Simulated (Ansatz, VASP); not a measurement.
InSe in VASP and in Ansatz

The input INCAR:

```
SYSTEM = InSe
PREC = Accurate ; ENCUT = 520
EDIFF = 1E-6 ; ISMEAR = 0
SIGMA = 0.02 ; LREAL = .False.
LASPH = .True. ; NELM = 60
ALGO = Normal ; ISIF = 2
LWAVE = .False. ; LCHARG = .True.
LDIPOL = .True. ; IDIPOL = 3
DIPOL = 0.5 0.5 0.500 ; GGA = PE
IVDW = 12 ; LELF = .True.
LVHAR = .True. ; LVACPOTAV = .True.
NBANDS = 27
```

The input KPOINTS:

```
regular mesh
0
Gamma
  9 9 1
  0 0 0
```

POSCAR

```
InSe
1.0
    3.9600000000      0.0000000000      0.0000000000
   -1.9800000000      3.4294605990      0.0000000000
    0.0000000000      0.0000000000     36.7199571806
Se In
2 2
Direct
    0.0000000000      0.0000000000      0.4282403929
    0.0000000000      0.0000000000      0.5717318456
    0.6666666667      0.3333333333      0.4627570385
    0.6666666667      0.3333333333      0.5372152569
```

Input for Ansatz:

```yaml
crystal:
  lattice:
    - [3.96, 0.0, 0.0]
    - [-1.98, 3.429460599, 0.0]
    - [0.0, 0.0, 36.7199571806]
  atoms:
    - { symbol: Se, position: [0.0, 0.0, 0.4282403929] }
    - { symbol: In, position: [0.6666666667, 0.3333333333, 0.4627570385] }
    - { symbol: In, position: [0.6666666667, 0.3333333333, 0.5372152569] }
    - { symbol: Se, position: [0.0, 0.0, 0.5717318456] }
  periodic: [true, true, false]
basis:
  ecutwfc: 420
kpoints:
  mp_grid: { grid: [9, 9, 1] }
hamiltonian:
  xc: pbe
  pseudopotentials: { kind: paw, azcp: { folder: soft_1 } }
  dispersion: d3bj
scf:
  occupations: { method: gaussian, width: 0.02 }
output:
  forces: true
  stress: true
  eigenvalues: true
```

Alike in both runs: task single point; functional PBE; dispersion D3(BJ); k mesh 9 × 9 × 1; occupations gaussian, width 0.02 eV; no spin polarisation.

|  | VASP | Ansatz |
| --- | --- | --- |
| version | VASP 6.6.1 | Ansatz 0.2.0 |
| potentials or method | VASP PAW PBE potentials, release 64 (Se, In_d), cutoff 520 eV | scalar-relativistic, plane waves, PAW |
| valence electrons in the cell | 38 | 58 |

|  | VASP | Ansatz | Ansatz less VASP |
| --- | --- | --- | --- |
| gap on the k mesh at the Fermi level (eV) | 1.79 | 1.81 | +0.012 |
| least direct gap on the mesh (eV) | 1.88 | 1.89 | +0.010 |
| rms of the force components (eV/Å) | 0.207 | 0.199 | -0.0088 |

VASP's potentials hold 38 valence electrons a cell and Ansatz's 58, so a difference there can come from the potentials and not from the codes. Ansatz's warnings: structure snapped to symmetry.
